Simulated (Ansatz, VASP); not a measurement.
## Al2Cu: VASP beside Ansatz

The input INCAR:

```
SYSTEM = Al2Cu
PREC     = Accurate       ! precision mode
ENCUT    = 520            ! plane-wave cutoff, eV
EDIFF    = 1E-7           ! SCF threshold, eV
ISMEAR   = 0              ! smearing method
SIGMA    = 0.15           ! smearing width, eV
LREAL    = .FALSE.        ! projectors in reciprocal space
LASPH    = .TRUE.         ! aspherical terms in the spheres
NELM     = 80             ! most SCF steps
ALGO     = Fast           ! electronic algorithm
ISIF     = 2              ! what is computed and relaxed
LWAVE    = .FALSE.        ! write WAVECAR
LCHARG   = .TRUE.         ! write CHGCAR
GGA      = PE             ! functional
LELF     = .TRUE.         ! ELF
LVHAR    = .TRUE.       
NBANDS   = 16             ! bands
```

The input KPOINTS:

```
Automatic mesh
0
G
  10 10 14
  0 0 0
```

Contents of POSCAR:

```
Al2Cu
1.0
    4.2860091319      0.0000000000      0.0000000000
    0.0000000000      4.2860091319      0.0000000000
    0.0000000000      0.0000000000      2.8847334069
Al Cu
2 1
Direct
    0.5000000000      0.0039076392      0.5000000000
    0.0000000000      0.4827718519      0.5000000000
    0.0000000000      0.0056558685      0.0000000000
```

Input for Ansatz:

```yaml
crystal:
  lattice:
    - [4.2860091319, 0.0, 0.0]
    - [0.0, 4.2860091319, 0.0]
    - [0.0, 0.0, 2.8847334069]
  atoms:
    - { symbol: Al, position: [0.5, 0.0039076392, 0.5] }
    - { symbol: Al, position: [0.0, 0.4827718519, 0.5] }
    - { symbol: Cu, position: [0.0, 0.0056558685, 0.0] }
basis:
  ecutwfc: 520.0
kpoints:
  mp_grid: { grid: [10, 10, 14] }
hamiltonian:
  xc: pbe
  pseudopotentials: { kind: paw, azcp: { folder: soft_1 } }
scf:
  occupations: { method: gaussian, width: 0.15 }
output:
  forces: true
  stress: true
  eigenvalues: true
  write_density: true
  write_potential: true
  elf: true
  volumetric_format: npy
```

Change from the starting cell: mode 9 frozen in at -0.071 Å, equal normal strain along x and y +0.0400.

Alike in both runs: task single point; functional PBE; k mesh 10 × 10 × 14; occupations gaussian, width 0.15 eV; no spin polarisation.

|  | VASP | Ansatz |
| --- | --- | --- |
| version | VASP 6.6.1 | Ansatz 0.2.0 |
| potentials or method | VASP PAW PBE potentials, release 64 (Al, Cu), cutoff 520 eV | scalar-relativistic, plane waves, PAW |
| valence electrons in the cell | 17 | 25 |

VASP gave:

- gap on the k mesh at the Fermi level (eV): none
- pressure (GPa): -5.1
- traceless stress, the component that is largest in VASP (GPa): 0.98
- rms of the force components (eV/Å): 0.262

Task: Estimate Ansatz's values.

Result: gap on the k mesh at the Fermi level (eV): none; pressure (GPa): -5.3; traceless stress, the component that is largest in VASP (GPa): 1.01; rms of the force components (eV/Å): 0.260.

Atom by atom the forces differ by 0.002 eV/Å (rms over components). A gap of «none» marks a metal or a gap that the smearing closes. VASP's potentials hold 17 valence electrons a cell and Ansatz's 25, so a difference there can come from the potentials and not from the codes.
